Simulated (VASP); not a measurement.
# Be: electric field gradients with PBE

Be:

```
Be
1.0
    -1.26553    1.26553    1.26553
     1.26553   -1.26553    1.26553
     1.26553    1.26553   -1.26553
Be
1
Cartesian
  0.0000 0.0000 0.0000
```

This cell differs from its parent crystal: volume scaled by 1.03.

```
Program                : VASP 6.6.1
Task                   : electric field gradients
Functional             : PBE
Potentials or basis    : VASP PAW PBE potentials, release 64 (Be)
Cutoff                 : 520 eV
k mesh                 : 23 × 23 × 23
Occupations            : fermi-dirac, width 0.03 eV
Spin                   : no spin polarisation
Dipole correction      : no
Further INCAR settings : ALGO = Normal; EDIFF = 1e-08; NBANDS = 7
```

The pressure is -4.1 GPa. The band gap on the k mesh is zero (band 1 reaches 11.13 eV, above the bottom of band 2 at 6.40 eV).

Levels at points of the mesh, in eV from the Fermi level:
```tsv
k point	band 1	band 2	band 3	band 4	band 5
(0.00, 0.00, 0.00)	-12.11	18.83	18.83	18.83	30.07
```

It took 25 s on 1 thread of AMD EPYC 7R13, on a shared host, peak memory 0.09 GiB.

Caveat: without QUAD_EFG the Cq values of the log hold for a quadrupole moment of 1 mb, not for the nuclei.
